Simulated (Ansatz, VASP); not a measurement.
One calculation of TiN, two programs

```
Ti N
1.0
     0.00000    2.12343    2.12343
     2.12343    0.00000    2.12343
     2.12343    2.12343    0.00000
Ti N
1 1
Direct
  0.00000 0.00000 0.00000
  0.50000 0.50000 0.50000
```

Alike in both runs: functional PBE; k mesh 38 × 38 × 38; occupations gaussian, width 0.1 eV; no spin polarisation.

Ansatz relaxed the structure, and its values are those at the end. VASP's run is a single point on that final structure, the one shown.

```csv
,VASP,Ansatz
version,VASP 6.6.1,Ansatz 0.2.0
potentials or method,"VASP PAW PBE potentials, release 64 (Ti_sv, N)","scalar-relativistic, plane waves, PAW"
plane-wave cutoff (eV),520,420
valence electrons in the cell,17,17
```

|  | VASP | Ansatz | Ansatz less VASP |
| --- | --- | --- | --- |
| gap on the k mesh at the Fermi level (eV) | none | none | - |
| pressure (GPa) | 0.5 | 0.0 | -0.46 |

A gap of «none» marks a metal or a gap that the smearing closes. With one functional, cell and mesh, what is left measures potentials, basis and numerics.
